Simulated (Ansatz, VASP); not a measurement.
# One calculation of LiF, two programs

Contents of INCAR:

```
SYSTEM = LiF
PREC = Accurate
ENCUT = 520
EDIFF = 1E-6
ISMEAR = 0
SIGMA = 0.02
LREAL = .FALSE.
LASPH = .TRUE.
NELM = 80
ALGO = Normal
ISIF = 2
LWAVE = .FALSE.
LCHARG = .FALSE.
GGA = PE
NBANDS = 12
```

KPOINTS

```
regular mesh
0
G
  10 10 10
  0 0 0
```

POSCAR

```
LiF
1.0
    2.5595330000      0.0000000000      0.0000000000
    0.0000000000      2.5595330000      0.0000000000
    0.0000000000      0.0000000000      2.5595330000
Li F
1 1
Direct
    0.0000000000      0.0000000000      0.0000000000
    0.5586044407      0.5000000000      0.5000000000
```

Input for Ansatz:

```yaml
crystal:
  lattice:
    - [2.559533, 0.0, 0.0]
    - [0.0, 2.559533, 0.0]
    - [0.0, 0.0, 2.559533]
  atoms:
    - { symbol: Li, position: [0.0, 0.0, 0.0] }
    - { symbol: F, position: [0.5586044407, 0.5, 0.5] }
basis:
  ecutwfc: 420
kpoints:
  mp_grid: { grid: [10, 10, 10] }
hamiltonian:
  xc: pbe
scf:
  occupations: { method: gaussian, width: 0.02 }
output:
  forces: true
  stress: true
  eigenvalues: true
```

Change from the starting cell: one atom moved.

Alike in both runs: task single point; functional PBE; k mesh 10 × 10 × 10; occupations gaussian, width 0.02 eV; no spin polarisation.

```csv
,VASP,Ansatz
version,VASP 6.6.1,Ansatz 0.2.0
potentials or method,"VASP PAW PBE potentials, release 64 (Li_sv, F), cutoff 520 eV","scalar-relativistic, plane waves, PAW"
valence electrons in the cell,10,10
```

|  | VASP | Ansatz | Ansatz less VASP |
| --- | --- | --- | --- |
| gap on the k mesh at the Fermi level (eV) | 7.49 | 7.48 | -0.007 |
| least direct gap on the mesh (eV) | 8.14 | 8.14 | -0.007 |
| rms of the force components (eV/Å) | 0.029 | 0.029 | -0.0001 |

Atom by atom the forces differ by 0.000 eV/Å (rms over components).

Noted on VASP's run: the cutoff is under 1.25 times that of the potentials, so the pressure is a little rough.
